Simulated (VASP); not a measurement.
Input of a VASP 6.6.1 run:

Contents of INCAR:

```
  ALGO = Normal
  EDIFF = 1E-6
  ENCUT = 520
  GGA = PE
  ISIF = 2
  ISMEAR = 0
  LASPH = True
  LCHARG = True
  LELF = True
  LREAL = False
  LVHAR = True
  LWAVE = False
  NBANDS = 16
  NELM = 60
  PREC = Accurate
  SIGMA = 0.01
```

Contents of KPOINTS:

```
k-points
0
Gamma
  6 6 6
```

The input POSCAR:

```
CdTe
1.0
    0.0000000000      3.3418250632      3.3418250632
    3.3418250632      0.0000000000      3.3418250632
    3.3418250632      3.3418250632      0.0000000000
Cd Te
1 1
Direct
    0.0000000000      0.0000000000      0.0000000000
    0.2500000000      0.2500000000      0.2500000000
```

Potentials or basis: VASP PAW PBE potentials, release 64 (Cd, Te).

The run is started by

```console
$ cat potpaw_PBE.64/Cd/POTCAR potpaw_PBE.64/Te/POTCAR > POTCAR
$ mpirun -np 1 vasp_std > vasp.out
```

Task: Estimate the band gap on the k mesh.

Result: 0.49 eV, direct.

Task: What does it give for the pressure?

Result: -0.9 GPa.

Caveat: spin-orbit coupling is left out, which moves the levels of the heavy elements.
